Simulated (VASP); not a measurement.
# ReBi (Imm2) in VASP: single point with PBE

Aim: the single point of ReBi with PBE.

Program: VASP 6.6.1. These are calculated values, not measurements. Logs are shortened: lines on timing, memory, paths and dates and some standing lists are left out, and cuts for length are marked.

## 1. The cell of the first run

It takes space group Imm2 (No. 44, orthorhombic). Conventional cell: a = 4.398 Å, b = 4.398 Å, c = 6.220 Å, α = 90.00°, β = 90.00°, γ = 90.00°. Within 3.4 Å of Re (site symmetry mm2) lie 4 Bi at 2.58 to 2.81 Å. Bi (site symmetry mm2) has 4 Re at 2.58 to 2.81 Å within 3.4 Å.

## 2. Single point, PBE (atom 2 (Bi) moved 0.2 Å along x)

File INCAR:

```
PREC = Accurate ; ENCUT = 520
EDIFF = 1E-7 ; ISMEAR = 0
SIGMA = 0.05 ; LREAL = F
LASPH = T ; NELM = 60
ALGO = Fast ; ISIF = 2
LWAVE = F ; LCHARG = F
GGA = PE ; NBANDS = 18
```

File KPOINTS:

```
Automatic mesh
0
Gamma
  10 10 10
```

File POSCAR:

```
ReBi
1.0
    0.0000000000      3.1097581038      3.1097581038
    3.1097581038      0.0000000000      3.1097581038
    3.1097581038      3.1097581038      0.0000000000
Re Bi
1 1
Direct
    0.0000000000      0.0000000000      0.0000000000
    0.2178431580      0.2821568420      0.2821568420
```

Potentials or basis: VASP PAW PBE potentials, release 64 (Re, Bi_d).

Launch:

```console
cat potpaw_PBE.64/Re/POTCAR potpaw_PBE.64/Bi_d/POTCAR > POTCAR
mpirun -np 1 vasp_std > vasp.out
```

OUTCAR:

```text
PREC = Accurate
   ENCUT = 520
   EDIFF = 1E-7
   ISMEAR = 0
   LREAL = F
   LASPH = T
   NELM = 60
   ISIF = 2
   GGA = PE

 ion  position               nearest neighbor table
   1  0.000  0.000  0.000-   2 2.58   2 2.58   2 2.81   2 2.81
   2  0.218  0.282  0.282-   1 2.58   1 2.58   1 2.81   1 2.81

  LATTYP: Found a face centered cubic cell.
 ALAT       =     6.2195162076

  Lattice vectors:

 A1 = (   0.0000000000,   3.1097581038,   3.1097581038)
 A2 = (   3.1097581038,   0.0000000000,   3.1097581038)
 A3 = (   3.1097581038,   3.1097581038,   0.0000000000)

Analysis of symmetry for initial positions (statically):
=====================================================================
 Subroutine PRICEL returns:
 Original cell was already a primitive cell.

 Routine SETGRP: Setting up the symmetry group for a
 face centered cubic supercell.

 Subroutine GETGRP returns: Found  4 space group operations
 (whereof  4 operations were pure point group operations)
 out of a pool of 48 trial point group operations.

The static configuration has the point symmetry C_2v.

Analysis of symmetry for dynamics (positions and initial velocities):
=====================================================================
 Subroutine PRICEL returns:
 Original cell was already a primitive cell.

 Routine SETGRP: Setting up the symmetry group for a
 face centered cubic supercell.

 Subroutine GETGRP returns: Found  4 space group operations
 (whereof  4 operations were pure point group operations)
 out of a pool of 48 trial point group operations.

The dynamic configuration has the point symmetry C_2v.

 Subroutine INISYM returns: Found  4 space group operations
 (whereof  4 operations are pure point group operations),
 and found     1 'primitive' translations

----------------------------------------------------------------------------------------

                                     Primitive cell

  volume of cell :      60.1464

  direct lattice vectors                    reciprocal lattice vectors
     0.000000000  3.109758104  3.109758104    -0.160784210  0.160784210  0.160784210
     3.109758104  0.000000000  3.109758104     0.160784210 -0.160784210  0.160784210
     3.109758104  3.109758104  0.000000000     0.160784210  0.160784210 -0.160784210

  length of vectors
     4.397862086  4.397862086  4.397862086     0.278486421  0.278486421  0.278486421

  position of ions in fractional coordinates (direct lattice)
     0.000000000  0.000000000  0.000000000
     0.217843158  0.282156842  0.282156842

  ion indices of the primitive-cell ions
   primitive index   ion index
                 1           1
                 2           2

----------------------------------------------------------------------------------------

 KPOINTS: Automatic mesh

Automatic generation of k-mesh.
 Grid dimensions read from file:
 generate k-points for:   10   10   10

 Generating k-lattice:

  Cartesian coordinates                     Fractional coordinates (reciprocal lattice)
    -0.016078421  0.016078421  0.016078421     0.100000000  0.000000000  0.000000000
     0.016078421 -0.016078421  0.016078421     0.000000000  0.100000000  0.000000000
     0.016078421  0.016078421 -0.016078421     0.000000000  0.000000000  0.100000000

  Length of vectors
     0.027848642  0.027848642  0.027848642

  Shift w.r.t. Gamma in fractional coordinates (k-lattice)
     0.000000000  0.000000000  0.000000000

 Subroutine IBZKPT returns following result:
 ===========================================

 Found    171 irreducible k-points:

 Following reciprocal coordinates:
            Coordinates               Weight
  0.000000  0.000000  0.000000      1.000000
  0.100000  0.000000  0.000000      4.000000
  0.000000  0.100000  0.000000      4.000000
  0.200000  0.000000  0.000000      4.000000
  0.000000  0.200000  0.000000      4.000000
  0.300000  0.000000  0.000000      4.000000
[... 16 lines left out ...]
  0.000000  0.400000  0.100000      4.000000
  0.100000  0.000000  0.400000      8.000000
 [... further k-points ...]
   k-points           NKPTS =    171   k-points in BZ     NKDIM =    171   number of bands    NBANDS=     18
   number of dos      NEDOS =    301   number of ions     NIONS =      2
   total plane-waves  NPLWV =  46656
   dimension x,y,z NGX =    36 NGY =   36 NGZ =   36
   dimension x,y,z NGXF=    72 NGYF=   72 NGZF=   72
   ions per type =               1   1
   NGX,Y,Z   is equivalent  to a cutoff of  13.61, 13.61, 13.61 a.u.
   NGXF,Y,Z  is equivalent  to a cutoff of  27.22, 27.22, 27.22 a.u.
 SYSTEM =  unknown system
   PREC   = accura    normal or accurate (medium, high low for compatibility)
   ISTART =      0    job   : 0-new  1-cont  2-samecut
   ICHARG =      2    charge: 1-file 2-atom 10-const
   ISPIN  =      1    spin polarized calculation?
   LNONCOLLINEAR =      F non collinear calculations
   LSORBIT =      F    spin-orbit coupling
   LASPH  =      T    aspherical Exc in radial PAW
   ENCUT  =  520.0 eV  38.22 Ry    6.18 a.u.   8.18  8.18  8.18*2*pi/ulx,y,z
   NELM   =     60;   NELMIN=  2; NELMDL= -5     # of ELM steps
   EDIFF  = 0.1E-06   stopping-criterion for ELM
   LREAL  =      F    real-space projection
   EDIFFG = 0.1E-05   stopping-criterion for IOM
   NSW    =      0    number of steps for IOM
   IBRION =     -1    ionic relax: 0-MD 1-quasi-New 2-CG
   NFREE  =      0    steps in history (QN), initial steepest desc. (CG)
   ISIF   =      2    stress and relaxation
   ISYM   =      2    0-nonsym 1-usesym 2-fastsym
   POTIM  = 0.5000    time-step for ionic-motion
   TEBEG  =    0.0;   TEEND  =   0.0 temperature during run
   PSTRESS=    0.0 pullay stress
   NELECT =      22.0000    total number of electrons
   NUPDOWN=      -1.0000    fix difference up-down
   EMIN   =  10.00;   EMAX   =-10.00  energy-range for DOS
   EFERMI =   0.00;   METHOD = LEGACY
   ISMEAR =     0;   SIGMA  =   0.05  broadening in eV -4-tet -1-fermi 0-gaus
   EFERMI_NEDOS =   21; number of points for ismear=-14 and -15
   IALGO  =     68    algorithm
   IMIX   =      4    mixing-type and parameters
     AMIX     =   0.40;   BMIX     =  1.00
     AMIX_MAG =   1.60;   BMIX_MAG =  1.00
  volume/ion in A,a.u.               =      30.07       202.94
  Fermi-wavevector in a.u.,A,eV,Ry     =   1.170790  2.212473 18.650185  1.370750
  Thomas-Fermi vector in A             =   2.307244
   LORBIT       =      0    0 simple, 1 ext, 2 COOP (PROOUT), +10 PAW based schemes
   GGA     = PE    functional components
   LHFCALC =     F    Hartree Fock is set to
   AEXX    =    0.0000 exact exchange contribution
   IVDW    =     0    specifies the selected vdW correction
   LEPSILON=     F    determine dielectric tensor
   LRPA    =     F    only Hartree local field effects (RPA)
 non-spin polarized calculation
 RMM-DIIS sequential band-by-band and
 Gauss-broadening in eV      SIGMA  =   0.05
  energy-cutoff  :      520.00
  volume of cell :       60.15
 maximum number of plane-waves:      1639
 NGX is ok and might be reduce to    36
   NGX = 17   NGY = 17   NGZ = 17

 number of electron      22.0000002 magnetization

 Free energy of the ion-electron system (eV)
  ---------------------------------------------------
  ext. energy  EPLUGINS =         0.00000000
  ---------------------------------------------------
  free energy    TOTEN  =       -12.11506388 eV

  energy without entropy =      -12.11083595  energy(sigma->0) =      -12.11294992

 E-fermi :   4.4461     XC(G=0):  -9.8081

 val. band max:        4.4454139220   @ k =   0.0000  -0.4000   0.1000
 cond. band min:       4.4461490283   @ k =   0.4000   0.0000   0.5000
 fundamental gap:      0.0007351062
 Fermi energy:         4.4461063993

 k-point     1 :       0.0000    0.0000    0.0000
  band No.  band energies     occupation
      1     -17.7409      2.00000
      2     -17.7350      2.00000
      3     -17.7329      2.00000
      4     -17.6939      2.00000
      5     -17.6882      2.00000
      6      -7.1621      2.00000
[... 10 lines left out ...]
     17      11.5120      0.00000
     18      11.8052      0.00000

 k-point     2 :       0.1000    0.0000    0.0000
  band No.  band energies     occupation
      1     -17.7413      2.00000
      2     -17.7349      2.00000
      3     -17.7329      2.00000
      4     -17.6935      2.00000
      5     -17.6877      2.00000
      6      -7.0927      2.00000
[... 10 lines left out ...]
     17      11.7688      0.00000
     18      12.1244      0.00000

 k-point     3 :       0.0000    0.1000    0.0000
  band No.  band energies     occupation
      1     -17.7430      2.00000
      2     -17.7360      2.00000
      3     -17.7330      2.00000
      4     -17.6936      2.00000
      5     -17.6873      2.00000
      6      -7.0835      2.00000
[... 10 lines left out ...]
     17      11.6392      0.00000
     18      12.1108      0.00000

 k-point     4 :       0.2000    0.0000    0.0000
  band No.  band energies     occupation
      1     -17.7428      2.00000
      2     -17.7347      2.00000
      3     -17.7325      2.00000
      4     -17.6926      2.00000
      5     -17.6867      2.00000
      6      -6.9024      2.00000
[... 10 lines left out ...]
     17      12.1543      0.00000
     18      12.7316      0.00000

 k-point     5 :       0.0000    0.2000    0.0000
  band No.  band energies     occupation
      1     -17.7489      2.00000
      2     -17.7382      2.00000
      3     -17.7330      2.00000
      4     -17.6932      2.00000
      5     -17.6854      2.00000
      6      -6.8667      2.00000
[... 10 lines left out ...]
     17      11.9582      0.00000
     18      12.6057      0.00000

 k-point     6 :       0.3000    0.0000    0.0000
  band No.  band energies     occupation
      1     -17.7453      2.00000
      2     -17.7343      2.00000
      3     -17.7315      2.00000
      4     -17.6916      2.00000
      5     -17.6855      2.00000
      6      -6.6475      2.00000
[... 10 lines left out ...]
     17      12.4949      0.00000
     18      13.2095      0.00000

 k-point     7 :       0.0000    0.3000    0.0000
  band No.  band energies     occupation
      1     -17.7565      2.00000
      2     -17.7402      2.00000
      3     -17.7327      2.00000
      4     -17.6930      2.00000
      5     -17.6834      2.00000
      6      -6.5727      2.00000
[... 10 lines left out ...]
     17      12.3697      0.00000
     18      13.1007      0.00000

 k-point     8 :       0.4000    0.0000    0.0000
  band No.  band energies     occupation
      1     -17.7476      2.00000
      2     -17.7339      2.00000
      3     -17.7305      2.00000
      4     -17.6907      2.00000
      5     -17.6847      2.00000
      6      -6.4219      2.00000
[... 10 lines left out ...]
     17      12.6965      0.00000
     18      13.4465      0.00000
[... 229 lines left out ...]
     17      12.6815      0.00000
     18      12.7623      0.00000

 k-point    20 :       0.1000    0.0000    0.3000
  band No.  band energies     occupation
      1     -17.7563      2.00000
      2     -17.7387      2.00000
      3     -17.7333      2.00000
      4     -17.6928      2.00000
      5     -17.6840      2.00000
      6      -6.6156      2.00000
[... 10 lines left out ...]
     17      12.2336      0.00000
     18      13.2339      0.00000

 k-point    21 :       0.2000   -0.1000   -0.1000
  band No.  band energies     occupation
      1     -17.7481      2.00000
      2     -17.7339      2.00000
      3     -17.7312      2.00000
      4     -17.6929      2.00000
      5     -17.6842      2.00000
      6      -6.6752      2.00000
[... 10 lines left out ...]
     17      12.0038      0.00000
     18      13.5414      0.00000

 k-point    22 :       0.4000    0.1000    0.0000
  band No.  band energies     occupation
      1     -17.7462      2.00000
      2     -17.7370      2.00000
      3     -17.7308      2.00000
      4     -17.6903      2.00000
      5     -17.6848      2.00000
      6      -6.4376      2.00000
[... 10 lines left out ...]
     17      12.8575      0.00000
     18      13.3684      0.00000

 k-point    23 :       0.0000    0.4000    0.1000
  band No.  band energies     occupation
      1     -17.7573      2.00000
      2     -17.7432      2.00000
      3     -17.7314      2.00000
      4     -17.6931      2.00000
      5     -17.6816      2.00000
      6      -6.3550      2.00000
[... 10 lines left out ...]
     17      12.9094      0.00000
     18      13.1622      0.00000

 k-point    24 :       0.1000    0.0000    0.4000
  band No.  band energies     occupation
      1     -17.7625      2.00000
      2     -17.7402      2.00000
      3     -17.7330      2.00000
      4     -17.6928      2.00000
      5     -17.6825      2.00000
      6      -6.3379      2.00000
[... 10 lines left out ...]
     17      12.9830      0.00000
     18      13.5178      0.00000

 [... further k-points ...]

------------------------ aborting loop because EDIFF is reached ----------------------------------------

  FORCE on cell =-STRESS in cart. coord.  units (eV):
  Direction    XX          YY          ZZ          XY          YZ          ZX
  --------------------------------------------------------------------------------------
  -------------------------------------------------------------------------------------
  Total        0.2424396      0.5723706      0.5723706      0.0000000     -3.2718404      0.0000000
  in kB        6.4580947     15.2467771     15.2467771      0.0000000    -87.1551123      0.0000000
  external PRESSURE =      12.3172163 kB  Pullay stress =       0.0000000 kB

 VOLUME and BASIS-vectors are now :
 -----------------------------------------------------------------------------
  energy-cutoff  :      520.00
  volume of cell :       60.15
      direct lattice vectors                 reciprocal lattice vectors
     0.000000000  3.109758104  3.109758104    -0.160784210  0.160784210  0.160784210
     3.109758104  0.000000000  3.109758104     0.160784210 -0.160784210  0.160784210
     3.109758104  3.109758104  0.000000000     0.160784210  0.160784210 -0.160784210

 POSITION                                       TOTAL-FORCE (eV/Angst)
 -----------------------------------------------------------------------------------
      0.00000      0.00000      0.00000         1.784653     -0.000000     -0.000000
      1.75488      1.55488      1.55488        -1.784653      0.000000      0.000000
 -----------------------------------------------------------------------------------
    total drift:                                0.000441      0.000000      0.000000

  FREE ENERGIE OF THE ION-ELECTRON SYSTEM (eV)
  ---------------------------------------------------
  free  energy   TOTEN  =       -12.1150638824 eV

  energy  without entropy=      -12.1108359497  energy(sigma->0) =      -12.11294992
```

Run time: 2.9 min. Hardware: 1 thread of AMD EPYC 9R45 (Zen 5), shared host; peak memory 0.32 GiB.

Results:

* Free energy: -12.1151 eV
* Pressure: 1.2 GPa
* Largest force: 1.785 eV/Å
* Band gap on the k mesh: zero (bands 11 and 12 overlap by 0.12 eV)

Forces on the atoms (eV/Å):
```
Re   1.785  0.000  0.000
Bi  -1.785  0.000  0.000
```

Stress tensor (GPa, compression positive):
```
 0.65  0.00  0.00
 0.00  1.52 -8.72
 0.00 -8.72  1.52
```

Caveat: the cell differs from its parent crystal (atom 2 (Bi) moved 0.2 Å along x); spin-orbit coupling is left out, which moves the levels of the heavy elements; forces of over 1 eV/Å act on the atoms, so gaps and moduli don't describe the material at rest.
